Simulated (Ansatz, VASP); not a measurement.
One calculation of GaN, two programs

```xyz
2
Lattice="0.0000 2.3436 2.2535 2.3436 0.0000 2.2535 2.3436 2.3436 0.0000" Properties=species:S:1:pos:R:3 pbc="T T T"
Ga    0.0000    0.0000    0.0000
N     3.5155    3.5155    3.3803
```

Change from the starting cell: strain +0.040 along x and y, +0.000 along z, atoms carried along.

Alike in both runs: task single point; functional r2SCAN; k mesh 10 × 10 × 10; occupations gaussian, width 0.05 eV; no spin polarisation.

```csv
,VASP,Ansatz
version,VASP 6.6.1,Ansatz 0.2.0
potentials or method,"VASP PAW PBE potentials, release 64 (Ga_d, N), cutoff 520 eV","scalar-relativistic, plane waves, PAW"
valence electrons in the cell,18,18
```

```csv
,VASP,Ansatz,Ansatz less VASP
gap on the k mesh at the Fermi level (eV),1.48,1.49,+0.005
least direct gap on the mesh (eV),1.48,1.49,+0.005
pressure (GPa),-13.1,-13.9,-0.79
"traceless stress, the component that is largest in VASP (GPa)",3.25,3.28,+0.031
```

VASP's potentials were made for PBE, not for r2SCAN. The functional is the same, so the differences come from potentials, cutoffs and numerics.
